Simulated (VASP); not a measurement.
The system is Ga4Sb3P.

```
CELL_PARAMETERS angstrom
-2.89281 2.89281 5.78563
2.89281 -2.89281 5.78563
2.89281 2.89281 -5.78563
ATOMIC_POSITIONS crystal
P 0.00000 0.00000 0.00000
Ga 0.62500 0.62500 0.50000
Ga 0.87500 0.37500 0.00000
Ga 0.12500 0.12500 0.50000
Ga 0.37500 0.87500 0.00000
Sb 0.25000 0.75000 0.50000
Sb 0.50000 0.50000 0.00000
Sb 0.75000 0.25000 0.50000
```

* Program: VASP 6.6.1
* Task: relaxation of cell and atoms
* Functional: PBE
* Potentials or basis: VASP PAW PBE potentials, release 64 (P, Ga_d, Sb)
* Cutoff: 600 eV
* k mesh: 6 × 6 × 6
* Occupations: fermi-dirac, width 0.02 eV
* Spin: no spin polarisation

At the start: pressure 9.9 GPa; volume 24.21 Å³/atom.

Where does the relaxation end?

Over 13 steps the energy falls by 167.2 meV/atom and the volume is 27.43 Å³/atom (+13.3 %); space group I-42m (No. 121, to 0.1 Å) before and after.

Step by step:
| step | energy change (eV) | largest force (eV/Å) | pressure (GPa) | volume (Å³) |
| --- | --- | --- | --- | --- |
| 1 | 0.0000 | 1.8373 | 9.93 | 193.67 |
| 2 | -0.9910 | 0.5939 | -3.26 | 238.84 |
| 3 | -1.0986 | 0.8440 | -1.01 | 226.12 |
| 4 | -1.2365 | 0.5797 | -0.68 | 223.26 |
| 5 | -1.3234 | 0.2437 | 0.47 | 217.20 |
| 6 | -1.3328 | 0.1374 | 0.18 | 218.76 |
| 7 | -1.3329 | 0.1352 | 0.22 | 218.58 |
| 8 | -1.3366 | 0.0608 | -0.11 | 219.87 |
| 9 | -1.3367 | 0.0477 | -0.15 | 220.13 |
| 10 | -1.3375 | 0.0066 | 0.03 | 219.36 |
| 11 | -1.3375 | 0.0080 | -0.01 | 219.41 |
| 12 | -1.3375 | 0.0068 | 0.00 | 219.39 |
| 13 | -1.3375 | 0.0023 | -0.03 | 219.41 |

Final structure:
```yaml
crystal:
  lattice:
    - [-3.01893, 3.01893, 6.01853]
    - [3.01893, -3.01893, 6.01853]
    - [3.01893, 3.01893, -6.01853]
  atoms:
    - { symbol: P, position: [0.00000, 0.00000, 0.00000] }
    - { symbol: Ga, position: [0.65165, 0.65165, 0.53970] }
    - { symbol: Ga, position: [0.88804, 0.34835, 0.00000] }
    - { symbol: Ga, position: [0.11196, 0.11196, 0.46030] }
    - { symbol: Ga, position: [0.34835, 0.88804, 0.00000] }
    - { symbol: Sb, position: [0.25000, 0.75000, 0.50000] }
    - { symbol: Sb, position: [0.50000, 0.50000, 0.00000] }
    - { symbol: Sb, position: [0.75000, 0.25000, 0.50000] }
```
